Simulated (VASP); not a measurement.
AlN:

```
CELL_PARAMETERS angstrom
0.00000 2.18488 2.18488
2.18488 0.00000 2.18488
2.18488 2.18488 0.00000
ATOMIC_POSITIONS crystal
Al 0.00000 0.00000 0.00000
N 0.25000 0.25000 0.25000
```

Program: VASP 6.6.1. Alike in all runs: task single point; no spin polarisation; cell as given; smearing gaussian 0.01 eV.

Question: Order these runs on this cell by their pressure, lowest first.
A. level PBE; potentials or basis VASP PAW PBE potentials, release 64 (Al, N); k mesh 8 × 8 × 8; cutoff (eV) 520
B. level LDA; potentials or basis VASP PAW LDA potentials, release 64 (Al, N); k mesh 10 × 10 × 10; cutoff (eV) 600
C. level PBEsol; potentials or basis VASP PAW PBE potentials, release 64 (Al, N); k mesh 6 × 6 × 6; cutoff (eV) 600

Answer: B (-3.4 GPa), C (0.9 GPa), A (4.3 GPa).

Caveats: the PAW data sets were made with another functional, which shifts forces and pressure a little (some runs).
